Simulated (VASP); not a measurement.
# Li16H (a cell with a defect) in VASP: single point with PBE

Aim: the single point of Li16H (a cell with a defect) with PBE.

All numbers are computed with VASP 6.6.1; they aren't measurements. Logs are shortened: lines on timing, memory, paths and dates and some standing lists are left out, and cuts for length are marked.

## (1) The cell of the first run

The cell holds a defect, 17 atoms: a = 6.980 Å, b = 6.980 Å, c = 6.980 Å, α = 90.00°, β = 90.00°, γ = 90.00°.

## (2) Single point, PBE

File INCAR:

```
PREC = Accurate
ENCUT = 520
EDIFF = 1E-6
ISMEAR = -1
SIGMA = 0.05
LREAL = Auto
LASPH = T
NELM = 60
ALGO = Normal
ISIF = 2
LWAVE = F
LCHARG = T
GGA = PE
LELF = T
LVHAR = T
NBANDS = 38
```

File KPOINTS:

```
Automatic mesh
0
Gamma
  4 4 4
```

File POSCAR:

```
Li16H
1.0
    6.9800000000      0.0000000000      0.0000000000
    0.0000000000      6.9800000000      0.0000000000
    0.0000000000      0.0000000000      6.9800000000
Li H
16 1
Direct
    0.0103833811      0.0000333811      0.0267691977
    0.5024706304      0.0000339542     -0.0089892550
    0.0034434097      0.5000677650      0.0058386819
    0.0056368195      0.0000646132      0.4692842407
    0.2521252149      0.2395858166      0.2519924069
    0.4901449857      0.5000532951     -0.0105404011
    0.5131875358      0.0000720630      0.5104830946
    0.7331183381      0.2602479943      0.2455704871
   -0.0047249284      0.5000432665      0.4936623209
    0.2521249284      0.7605445559      0.2520143266
    0.2417578797      0.2495696275      0.7459812321
    0.4954916905      0.5000340974      0.5073500000
    0.7331053009      0.7398502865      0.2455987106
    0.7644371060      0.2471021490      0.7529401146
    0.2417700573      0.7505303725      0.7459492837
    0.7644243553      0.7529793696      0.7529074499
    0.1497763610      0.0000598854      0.2477876791
```

Potentials or basis: VASP PAW PBE potentials, release 64 (Li_sv, H).

The run is started by

```console
cat potpaw_PBE.64/Li_sv/POTCAR potpaw_PBE.64/H/POTCAR > POTCAR
mpirun -np 1 vasp_std > vasp.out
```

OUTCAR:

```text
PREC = Accurate
   ENCUT = 520
   EDIFF = 1E-6
   ISMEAR = -1
   LREAL = Auto
   LASPH = T
   NELM = 60
   ISIF = 2
   GGA = PE

 ion  position               nearest neighbor table
   1  0.010  0.000  0.027-
   2  0.502  0.000  0.991-
   3  0.003  0.500  0.006-
   4  0.006  0.000  0.469-
   5  0.252  0.240  0.252-
   6  0.490  0.500  0.989-
[... 9 lines left out ...]
  16  0.764  0.753  0.753-
  17  0.150  0.000  0.248-

  LATTYP: Found a simple cubic cell.
 ALAT       =     6.9800000000

  Lattice vectors:

 A1 = (   6.9800000000,   0.0000000000,   0.0000000000)
 A2 = (   0.0000000000,   6.9800000000,   0.0000000000)
 A3 = (   0.0000000000,   0.0000000000,   6.9800000000)

Analysis of symmetry for initial positions (statically):
=====================================================================
 Subroutine PRICEL returns:
 Original cell was already a primitive cell.

 Routine SETGRP: Setting up the symmetry group for a
 simple cubic supercell.

 Subroutine GETGRP returns: Found  1 space group operations
 (whereof  1 operations were pure point group operations)
 out of a pool of 48 trial point group operations.

The static configuration has the point symmetry C_1 .

Analysis of symmetry for dynamics (positions and initial velocities):
=====================================================================
 Subroutine PRICEL returns:
 Original cell was already a primitive cell.

 Routine SETGRP: Setting up the symmetry group for a
 simple cubic supercell.

 Subroutine GETGRP returns: Found  1 space group operations
 (whereof  1 operations were pure point group operations)
 out of a pool of 48 trial point group operations.

The dynamic configuration has the point symmetry C_1 .

 Subroutine INISYM returns: Found  1 space group operations
 (whereof  1 operations are pure point group operations),
 and found     1 'primitive' translations

----------------------------------------------------------------------------------------

                                     Primitive cell

  volume of cell :     340.0684

  direct lattice vectors                    reciprocal lattice vectors
     6.980000000  0.000000000  0.000000000     0.143266476  0.000000000  0.000000000
     0.000000000  6.980000000  0.000000000     0.000000000  0.143266476  0.000000000
     0.000000000  0.000000000  6.980000000     0.000000000  0.000000000  0.143266476

  length of vectors
     6.980000000  6.980000000  6.980000000     0.143266476  0.143266476  0.143266476

  position of ions in fractional coordinates (direct lattice)
     0.010383381  0.000033381  0.026769198
     0.502470630  0.000033954  0.991010745
     0.003443410  0.500067765  0.005838682
     0.005636819  0.000064613  0.469284241
     0.252125215  0.239585817  0.251992407
     0.490144986  0.500053295  0.989459599
[... 9 lines left out ...]
     0.764424355  0.752979370  0.752907450
     0.149776361  0.000059885  0.247787679

  ion indices of the primitive-cell ions
   primitive index   ion index
                 1           1
                 2           2
                 3           3
                 4           4
                 5           5
                 6           6
[... 9 lines left out ...]
                16          16
                17          17

----------------------------------------------------------------------------------------

 KPOINTS: Automatic mesh

Automatic generation of k-mesh.
 Grid dimensions read from file:
 generate k-points for:    4    4    4

 Generating k-lattice:

  Cartesian coordinates                     Fractional coordinates (reciprocal lattice)
     0.035816619  0.000000000  0.000000000     0.250000000  0.000000000  0.000000000
     0.000000000  0.035816619  0.000000000     0.000000000  0.250000000  0.000000000
     0.000000000  0.000000000  0.035816619     0.000000000  0.000000000  0.250000000

  Length of vectors
     0.035816619  0.035816619  0.035816619

  Shift w.r.t. Gamma in fractional coordinates (k-lattice)
     0.000000000  0.000000000  0.000000000

 Subroutine IBZKPT returns following result:
 ===========================================

 Found     36 irreducible k-points:

 Following reciprocal coordinates:
            Coordinates               Weight
  0.000000  0.000000  0.000000      1.000000
  0.250000  0.000000  0.000000      2.000000
  0.000000  0.250000  0.000000      2.000000
  0.000000  0.000000  0.250000      2.000000
  0.500000  0.000000  0.000000      1.000000
  0.000000  0.500000  0.000000      1.000000
[... 16 lines left out ...]
  0.250000  0.250000  0.250000      2.000000
 -0.250000  0.250000  0.250000      2.000000
 [... further k-points ...]
   k-points           NKPTS =     36   k-points in BZ     NKDIM =     36   number of bands    NBANDS=     38
   number of dos      NEDOS =    301   number of ions     NIONS =     17
   total plane-waves  NPLWV = 157464
   dimension x,y,z NGX =    54 NGY =   54 NGZ =   54
   dimension x,y,z NGXF=   108 NGYF=  108 NGZF=  108
   ions per type =              16   1
   NGX,Y,Z   is equivalent  to a cutoff of  12.86, 12.86, 12.86 a.u.
   NGXF,Y,Z  is equivalent  to a cutoff of  25.72, 25.72, 25.72 a.u.
 SYSTEM =  unknown system
   PREC   = accura    normal or accurate (medium, high low for compatibility)
   ISTART =      0    job   : 0-new  1-cont  2-samecut
   ICHARG =      2    charge: 1-file 2-atom 10-const
   ISPIN  =      1    spin polarized calculation?
   LNONCOLLINEAR =      F non collinear calculations
   LSORBIT =      F    spin-orbit coupling
   LASPH  =      T    aspherical Exc in radial PAW
   ENCUT  =  520.0 eV  38.22 Ry    6.18 a.u.  12.98 12.98 12.98*2*pi/ulx,y,z
   NELM   =     60;   NELMIN=  2; NELMDL= -5     # of ELM steps
   EDIFF  = 0.1E-05   stopping-criterion for ELM
   LREAL  =      T    real-space projection
   EDIFFG = 0.1E-04   stopping-criterion for IOM
   NSW    =      0    number of steps for IOM
[... 5 lines left out ...]
   TEBEG  =    0.0;   TEEND  =   0.0 temperature during run
   PSTRESS=    0.0 pullay stress
   NELECT =      49.0000    total number of electrons
   NUPDOWN=      -1.0000    fix difference up-down
   EMIN   =  10.00;   EMAX   =-10.00  energy-range for DOS
   EFERMI =   0.00;   METHOD = LEGACY
   ISMEAR =    -1;   SIGMA  =   0.05  broadening in eV -4-tet -1-fermi 0-gaus
   EFERMI_NEDOS =   21; number of points for ismear=-14 and -15
   IALGO  =     38    algorithm
   IMIX   =      4    mixing-type and parameters
     AMIX     =   0.40;   BMIX     =  1.00
     AMIX_MAG =   1.60;   BMIX_MAG =  1.00
  volume/ion in A,a.u.               =      20.00       134.99
  Fermi-wavevector in a.u.,A,eV,Ry     =   0.858258  1.621873 10.022155  0.736608
  Thomas-Fermi vector in A             =   1.975436
   LORBIT       =      0    0 simple, 1 ext, 2 COOP (PROOUT), +10 PAW based schemes
   GGA     = PE    functional components
   LHFCALC =     F    Hartree Fock is set to
   AEXX    =    0.0000 exact exchange contribution
   IVDW    =     0    specifies the selected vdW correction
   LEPSILON=     F    determine dielectric tensor
   LRPA    =     F    only Hartree local field effects (RPA)
 non-spin polarized calculation
  energy-cutoff  :      520.00
  volume of cell :      340.07
 maximum number of plane-waves:      9183
 NGX is ok and might be reduce to    54
   NGX = 25   NGY = 25   NGZ = 25

 number of electron      48.9999990 magnetization

 Free energy of the ion-electron system (eV)
  ---------------------------------------------------
  ext. energy  EPLUGINS =         0.00000000
  ---------------------------------------------------
  free energy    TOTEN  =       -34.21903383 eV

  energy without entropy =      -34.12828443  energy(sigma->0) =      -34.17365913

 E-fermi :   0.5535     XC(G=0):  -6.9653

 val. band max:        0.5527430549   @ k =   0.0000   0.2500   0.5000
 cond. band min:       0.5579110135   @ k =   0.2500   0.5000   0.2500
 fundamental gap:      0.0051679586
 Fermi energy:         0.5535015535

 k-point     1 :       0.0000    0.0000    0.0000
  band No.  band energies     occupation
      1     -46.1910      2.00000
      2     -46.1843      2.00000
      3     -46.1078      2.00000
      4     -46.1060      2.00000
      5     -46.0756      2.00000
      6     -46.0731      2.00000
[... 28 lines left out ...]
     35       3.5919      0.00000
     36       3.7828      0.00000

 k-point     2 :       0.2500    0.0000    0.0000
  band No.  band energies     occupation
      1     -46.1910      2.00000
      2     -46.1843      2.00000
      3     -46.1078      2.00000
      4     -46.1061      2.00000
      5     -46.0753      2.00000
      6     -46.0732      2.00000
[... 28 lines left out ...]
     35       3.7650      0.00000
     36       3.7659      0.00000

 k-point     3 :       0.0000    0.2500    0.0000
  band No.  band energies     occupation
      1     -46.1910      2.00000
      2     -46.1843      2.00000
      3     -46.1077      2.00000
      4     -46.1062      2.00000
      5     -46.0753      2.00000
      6     -46.0733      2.00000
[... 28 lines left out ...]
     35       3.7893      0.00000
     36       4.1150      0.00000
[... 742 lines left out ...]
 k-point    23 :       0.2500    0.2500    0.2500
  band No.  band energies     occupation
      1     -46.1910      2.00000
      2     -46.1843      2.00000
      3     -46.1077      2.00000
      4     -46.1062      2.00000
      5     -46.0750      2.00000
      6     -46.0733      2.00000
[... 28 lines left out ...]
     35       3.7028      0.00000
     36       4.1590      0.00000

 k-point    24 :      -0.2500    0.2500    0.2500
  band No.  band energies     occupation
      1     -46.1910      2.00000
      2     -46.1843      2.00000
      3     -46.1077      2.00000
      4     -46.1062      2.00000
      5     -46.0750      2.00000
      6     -46.0732      2.00000
[... 28 lines left out ...]
     35       3.6939      0.00000
     36       4.1755      0.00000

 [... further k-points ...]

 [bands above 36 left out]

------------------------ aborting loop because EDIFF is reached ----------------------------------------

  FORCE on cell =-STRESS in cart. coord.  units (eV):
  Direction    XX          YY          ZZ          XY          YZ          ZX
  --------------------------------------------------------------------------------------
  -------------------------------------------------------------------------------------
  Total       -1.5309953     -1.3474904     -1.3686365      0.0000840      0.0002163      0.0783774
  in kB       -7.2130372     -6.3484836     -6.4481101      0.0003956      0.0010189      0.3692623
  external PRESSURE =      -6.6698770 kB  Pullay stress =       0.0000000 kB

 VOLUME and BASIS-vectors are now :
 -----------------------------------------------------------------------------
  energy-cutoff  :      520.00
  volume of cell :      340.07
      direct lattice vectors                 reciprocal lattice vectors
     6.980000000  0.000000000  0.000000000     0.143266476  0.000000000  0.000000000
     0.000000000  6.980000000  0.000000000     0.000000000  0.143266476  0.000000000
     0.000000000  0.000000000  6.980000000     0.000000000  0.000000000  0.143266476

 POSITION                                       TOTAL-FORCE (eV/Angst)
 -----------------------------------------------------------------------------------
      0.07248      0.00023      0.18685        -0.010647      0.000128     -0.007570
      3.50725      0.00024      6.91726         0.018809     -0.000035     -0.010533
      0.02403      3.49047      0.04075        -0.002631     -0.000113     -0.002966
      0.03935      0.00045      3.27560        -0.001949     -0.000207     -0.004359
      1.75983      1.67231      1.75891         0.002025      0.000231     -0.003122
      3.42121      3.49037      6.90643         0.000015      0.000292     -0.003533
[... 9 lines left out ...]
      5.33568      5.25580      5.25529        -0.000865      0.005381      0.000989
      1.04544      0.00042      1.72956        -0.011603     -0.000085      0.023268
 -----------------------------------------------------------------------------------
    total drift:                               -0.006171      0.002080      0.000395

  FREE ENERGIE OF THE ION-ELECTRON SYSTEM (eV)
  ---------------------------------------------------
  free  energy   TOTEN  =       -34.2190338294 eV

  energy  without entropy=      -34.1282844299  energy(sigma->0) =      -34.17365913
```

Wall time 22 min (1 thread of Intel Xeon 8259CL, shared host); peak memory 0.54 GiB.

Results:

| Quantity | Value |
| --- | --- |
| Free energy | -34.2190 eV |
| Largest force | 0.026 eV/Å |
| Band gap on the k mesh | zero (an odd number of electrons rules out a gap without spin polarisation) |

Forces on the atoms (eV/Å):
```
Li  -0.011  0.000 -0.008
Li   0.019  0.000 -0.011
Li  -0.003  0.000 -0.003
Li  -0.002  0.000 -0.004
Li   0.002  0.000 -0.003
Li   0.000  0.000 -0.004
Li   0.000  0.000 -0.004
Li  -0.001  0.002 -0.001
Li   0.005  0.000  0.001
Li   0.002  0.000 -0.003
Li   0.000 -0.007  0.003
Li   0.002  0.000  0.007
Li  -0.001 -0.002  0.000
Li  -0.001 -0.006  0.001
Li   0.000  0.008  0.003
Li  -0.001  0.005  0.001
H   -0.012  0.000  0.023
```

Caveat: the cutoff is under 1.25 times the usual one of these potentials, so pressure, stress and relaxed cells hold a basis-set (Pulay) error.
